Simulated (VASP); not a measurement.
Wanted: the native input for a VASP 6.6.1 run.

- Task: single point
- Functional: PBEsol
- Potentials or basis: VASP PAW PBE potentials, release 64 (Pb_d)
- Cutoff: 520 eV
- k mesh: 3 × 3 × 6
- Occupations: gaussian, width 0.1 eV
- Spin: no spin polarisation
- Dipole correction: no
- Further INCAR settings: ALGO = Normal; EDIFF = 1e-06; NBANDS = 28

The structure of Pb lies in POSCAR:

```
Pb
1.0
    5.6101997109      0.0000000000      0.0000000000
   -2.8050998554      4.8585754699      0.0000000000
    0.0000000000      0.0000000000      3.3249464229
Pb
3
Direct
    0.0000000000      0.0000000000      0.0000000000
    0.3333333333      0.6666666667      0.5000000000
    0.6666666667      0.3333333333      0.5000000000
```

One way to write it, as run:

INCAR

```
ALGO = Normal
EDIFF = 1E-6
ENCUT = 520
GGA = PS
ISIF = 2
ISMEAR = 0
LASPH = True
LCHARG = True
LELF = True
LREAL = False
LVHAR = True
LWAVE = False
NBANDS = 28
NELM = 60
PREC = Accurate
SIGMA = 0.1
```

KPOINTS

```
k-points
0
Gamma
  3 3 6
```

Potentials or basis: VASP PAW PBE potentials, release 64 (Pb_d).

Command:

```bash
$ cat potpaw_PBE.64/Pb_d/POTCAR > POTCAR
$ mpirun -np 1 vasp_std > vasp.out
```

Results of the run:

- Pressure: -0.1 GPa
- Band gap on the k mesh: zero (band 21 reaches 8.36 eV, above the bottom of band 22 at 5.01 eV)

Caveat: the k points lie up to 0.43 Å⁻¹ apart; the PAW data sets were made with another functional, which shifts forces and pressure a little; spin-orbit coupling is left out, which moves the levels of the heavy elements.

Wall time 42 s on 1 thread of AMD EPYC 7R13, on a shared host, peak memory 0.18 GiB.
